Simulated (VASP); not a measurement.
# In2W (P6/mmm) in VASP: notebook, part 2 of 3

VASP 6.6.1. Earlier steps stand in the parts before.

## 3. Relaxation of cell and atoms, PBE

Input file INCAR:

```
SYSTEM = In2W
PREC = Accurate
ENCUT = 600
EDIFF = 1E-6
ISMEAR = -1
SIGMA = 0.15
LREAL = .FALSE.
LASPH = .TRUE.
NELM = 100
ALGO = Normal
ISIF = 3
LWAVE = .FALSE.
LCHARG = .FALSE.
GGA = PE
IBRION = 2
NSW = 80
EDIFFG = -0.001
```

Input file KPOINTS:

```
Automatic mesh
0
G
  12 12 14
  0 0 0
```

Input file POSCAR:

```
In2W
1.0
    4.9347219381      0.0000000000      0.0000000000
   -2.4673609691      4.2735945590      0.0000000000
    0.0000000000      0.0000000000      2.8271869821
In W
2 1
Direct
    0.3333333333      0.6666666667      0.5000000000
    0.6666666667      0.3333333333      0.5000000000
    0.0000000000      0.0000000000      0.0000000000
```

Potentials or basis: VASP PAW PBE potentials, release 64 (In_d, W_sv).

Launch:

```console
$ cat potpaw_PBE.64/In_d/POTCAR potpaw_PBE.64/W_sv/POTCAR > POTCAR
$ mpirun -np 1 vasp_std > vasp.out
```

OUTCAR:

```text
SYSTEM = In2W
   PREC = Accurate
   ENCUT = 600
   EDIFF = 1E-6
   ISMEAR = -1
   LREAL = .FALSE.
   LASPH = .TRUE.
   NELM = 100
   ISIF = 3
   GGA = PE
   IBRION = 2
   NSW = 80
   EDIFFG = -0.001

 ion  position               nearest neighbor table
   1  0.333  0.667  0.500-   2 2.85   2 2.85   2 2.85   3 3.18   3 3.18   3 3.18   3 3.18   3 3.18
                             3 3.18   2 4.01   2 4.01   2 4.01   2 4.01   2 4.01   2 4.01
   2  0.667  0.333  0.500-   1 2.85   1 2.85   1 2.85   3 3.18   3 3.18   3 3.18   3 3.18   3 3.18
                             3 3.18   1 4.01   1 4.01   1 4.01   1 4.01   1 4.01   1 4.01
   3  0.000  0.000  0.000-   1 3.18   2 3.18   1 3.18   2 3.18   2 3.18   2 3.18   1 3.18   1 3.18
                             2 3.18   2 3.18   1 3.18   1 3.18

  LATTYP: Found a hexagonal cell.
 ALAT       =     4.9347219381
 C/A-ratio  =     0.5729171811

  Lattice vectors:

 A1 = (   4.9347219381,   0.0000000000,   0.0000000000)
 A2 = (  -2.4673609691,   4.2735945590,   0.0000000000)
 A3 = (   0.0000000000,   0.0000000000,   2.8271869821)

Analysis of symmetry for initial positions (statically):
=====================================================================
 Subroutine PRICEL returns:
 Original cell was already a primitive cell.

 Routine SETGRP: Setting up the symmetry group for a
 hexagonal supercell.

 Subroutine GETGRP returns: Found 24 space group operations
 (whereof 24 operations were pure point group operations)
 out of a pool of 24 trial point group operations.

The static configuration has the point symmetry D_6h.

Analysis of symmetry for dynamics (positions and initial velocities):
=====================================================================
 Subroutine PRICEL returns:
 Original cell was already a primitive cell.

 Routine SETGRP: Setting up the symmetry group for a
 hexagonal supercell.

[... 139 lines left out ...]
  energy-cutoff  :      600.00
  volume of cell :       59.62
 maximum number of plane-waves:      2016
 NGX is ok and might be reduce to    40
   NGX = 19   NGY = 19   NGZ = 11

--------------------------------------- Ionic step        1  -------------------------------------------

 number of electron      40.0000001 magnetization

 Free energy of the ion-electron system (eV)
  ---------------------------------------------------
  ext. energy  EPLUGINS =         0.00000000
  ---------------------------------------------------
  free energy    TOTEN  =       -15.90079543 eV

  energy without entropy =      -15.76562944  energy(sigma->0) =      -15.83321243

------------------------ aborting loop because EDIFF is reached ----------------------------------------

  FORCE on cell =-STRESS in cart. coord.  units (eV):
  Direction    XX          YY          ZZ          XY          YZ          ZX
  --------------------------------------------------------------------------------------
  -------------------------------------------------------------------------------------
  Total        0.1300943      0.1300943      0.0513915     -0.0000000      0.0000000      0.0000000
  in kB        3.4958948      3.4958948      1.3809923     -0.0000000      0.0000000      0.0000000
  external PRESSURE =       2.7909273 kB  Pullay stress =       0.0000000 kB
[... 92 lines left out ...]
  FREE ENERGIE OF THE ION-ELECTRON SYSTEM (eV)
  ---------------------------------------------------
  free  energy   TOTEN  =       -15.9009466047 eV

  energy  without entropy=      -15.7653710474  energy(sigma->0) =      -15.83315883

[... ionic steps 4 to 23 ...]

--------------------------------------- Ionic step       24  -------------------------------------------

 number of electron      40.0000001 magnetization

------------------------ aborting loop because EDIFF is reached ----------------------------------------
[... 69 lines left out ...]
--------------------------------------- Ionic step       26  -------------------------------------------

 number of electron      40.0000001 magnetization

 Free energy of the ion-electron system (eV)
  ---------------------------------------------------
  ext. energy  EPLUGINS =         0.00000000
  ---------------------------------------------------
  free energy    TOTEN  =       -15.90096390 eV

  energy without entropy =      -15.76540425  energy(sigma->0) =      -15.83318408

 E-fermi :  10.0654     XC(G=0): -11.8754

 val. band max:       10.0620247917   @ k =   0.3333   0.3333   0.4286
 cond. band min:      10.0761106902   @ k =   0.1667   0.0833   0.0714
 fundamental gap:      0.0140858984
 Fermi energy:        10.0653562401

 k-point     1 :       0.0000    0.0000    0.0000
  band No.  band energies     occupation
      1     -64.1024      2.00000
      2     -28.2910      2.00000
      3     -28.2910      2.00000
      4     -27.9103      2.00000
      5      -5.4829      2.00000
      6      -5.1728      2.00000
[... 637 lines left out ...]
     23      12.0224      0.00000
     24      14.1685      0.00000

 [... further k-points ...]
[... 5 lines left out ...]
  --------------------------------------------------------------------------------------
  -------------------------------------------------------------------------------------
  Total        0.0022829      0.0022829      0.0023416     -0.0000000      0.0000000      0.0000000
  in kB        0.0611889      0.0611889      0.0627603     -0.0000000      0.0000000      0.0000000
  external PRESSURE =       0.0617127 kB  Pullay stress =       0.0000000 kB
[... 18 lines left out ...]
  FREE ENERGIE OF THE ION-ELECTRON SYSTEM (eV)
  ---------------------------------------------------
  free  energy   TOTEN  =       -15.9009639046 eV

  energy  without entropy=      -15.7654042536  energy(sigma->0) =      -15.83318408

 reached required accuracy - stopping structural energy minimisation
```

OSZICAR:

```text
N       E                     dE             d eps       ncg     rms          rms(c)
DAV:   1     0.373935978088E+03    0.37394E+03   -0.22533E+04  7320   0.259E+03
DAV:   2     0.981503383794E+01   -0.36412E+03   -0.36098E+03  7464   0.540E+02
DAV:   3    -0.159956343650E+02   -0.25811E+02   -0.25576E+02  9368   0.158E+02
DAV:   4    -0.166521153500E+02   -0.65648E+00   -0.65392E+00  8152   0.268E+01
[... 141 lines left out ...]
DAV:   2    -0.159009645315E+02    0.12289E-05   -0.42535E-06  5496   0.222E-02    0.301E-03
DAV:   3    -0.159009641924E+02    0.33908E-06   -0.67985E-07  3656   0.943E-03
  25 F= -.15900964E+02 E0= -.15833185E+02  d E =-.783911E-06
       N       E                     dE             d eps       ncg     rms          rms(c)
DAV:   1    -0.159009639822E+02    0.54931E-06   -0.88358E-07  3648   0.149E-02    0.147E-03
DAV:   2    -0.159009639046E+02    0.77517E-07   -0.18056E-07  3648   0.600E-03
  26 F= -.15900964E+02 E0= -.15833184E+02  d E =-.496171E-06
```

Wall time 18 min (1 thread of AMD EPYC 9R45 (Zen 5), shared host); peak memory 0.36 GiB.

What came out:

| Quantity | Value |
| --- | --- |
| Free energy | -15.9010 eV |
| Relaxed volume | 19.93 Å³/atom |
| Relaxed cell | a = 4.941 Å, b = 4.941 Å, c = 2.827 Å, α = 90.00°, β = 90.00°, γ = 120.00° |
| Space group after relaxing (to 0.05 Å) | P6/mmm (No. 191) |
| Energy gained by relaxing | 0.1 meV/atom |
| Ionic steps | 26 |
| Pressure after relaxing | 0.0 GPa |
| Band gap on the k mesh | zero (band 20 reaches 10.57 eV, above the bottom of band 21 at 8.92 eV) |

Step by step:
| step | energy change (eV) | largest force (eV/Å) | pressure (GPa) | volume (Å³) |
| --- | --- | --- | --- | --- |
| 1 | 0.0000 | 0.0000 | 0.28 | 59.62 |
| 2 | 0.0000 | 0.0000 | -0.28 | 59.92 |
| 3 | -0.0002 | 0.0000 | -0.02 | 59.78 |
| 4 | -0.0002 | 0.0000 | -0.02 | 59.78 |
| 5 | -0.0001 | 0.0000 | -0.14 | 59.85 |
| 6 | -0.0001 | 0.0000 | -0.05 | 59.79 |
| 7 | -0.0002 | 0.0000 | -0.05 | 59.78 |
| 8 | -0.0002 | 0.0000 | 0.00 | 59.78 |
| 9 | -0.0002 | 0.0000 | -0.01 | 59.78 |
| 10 | -0.0002 | 0.0000 | -0.01 | 59.78 |
| 11 | -0.0002 | 0.0000 | -0.02 | 59.78 |
| 12 | -0.0002 | 0.0000 | -0.01 | 59.78 |
| 13 | -0.0002 | 0.0000 | -0.01 | 59.78 |
| 14 | -0.0002 | 0.0000 | 0.02 | 59.77 |
| 15 | -0.0002 | 0.0000 | 0.02 | 59.77 |
| 16 | -0.0002 | 0.0000 | 0.00 | 59.78 |
| 17 | -0.0002 | 0.0000 | 0.02 | 59.78 |
| 18 | -0.0002 | 0.0000 | 0.00 | 59.78 |
| 19 | -0.0002 | 0.0000 | -0.01 | 59.78 |
| 20 | -0.0002 | 0.0000 | -0.01 | 59.78 |
| 21 | -0.0002 | 0.0000 | -0.01 | 59.78 |
| 22 | -0.0002 | 0.0000 | 0.00 | 59.78 |
| 23 | -0.0002 | 0.0000 | 0.03 | 59.77 |
| 24 | -0.0002 | 0.0000 | 0.03 | 59.77 |
| 25 | -0.0002 | 0.0000 | 0.01 | 59.78 |
| 26 | -0.0002 | 0.0000 | 0.01 | 59.78 |

Final structure:
```xyz
3
Lattice="4.9413 0.0000 0.0000 -2.4707 4.2793 0.0000 0.0000 0.0000 2.8269" Properties=species:S:1:pos:R:3 pbc="T T T"
In    0.0000    2.8529    1.4135
In    2.4707    1.4264    1.4135
W     0.0000    0.0000    0.0000
```

Caveat: spin-orbit coupling is left out, which moves the levels of the heavy elements.

(Continued in part 3 of 3.)
